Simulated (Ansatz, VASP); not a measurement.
**Two plane-wave programs on Sr2BiC3**

```
Sr Bi C
1.0
     5.88356    0.00000    0.00000
    -2.94178    5.09531    0.00000
     0.00000    0.00000    4.24055
Sr Bi C
2 1 3
Cartesian
  0.0000 3.3969 0.0000
  2.9418 1.6984 0.0000
  0.0000 0.0000 0.0000
  2.9418 0.0000 2.1203
  1.4709 2.5477 2.1203
  -1.4709 2.5477 2.1203
```

Alike in both runs: functional PBE; k mesh 3 × 3 × 6; occupations gaussian, width 0.1 eV; no spin polarisation.

Ansatz relaxed the structure, and its values are those at the end. VASP's run is a single point on that final structure, the one shown.

|  | VASP | Ansatz |
| --- | --- | --- |
| version | VASP 6.6.1 | Ansatz 0.2.0 |
| potentials or method | VASP PAW PBE potentials, release 64 (Sr_sv, Bi_d, C), cutoff 520 eV | scalar-relativistic, plane waves, PAW |
| valence electrons in the cell | 47 | 47 |

VASP gave:

| Quantity | Value |
| --- | --- |
| gap on the k mesh at the Fermi level (eV) | none |
| pressure (GPa) | 0.3 |

Question: Which values does Ansatz return?

Answer: gap on the k mesh at the Fermi level (eV): none; pressure (GPa): 0.0.

A gap of «none» marks a metal or a gap that the smearing closes.

The k mesh is coarse, so the values compare programs but aren't converged. Neither program's run includes spin-orbit coupling.
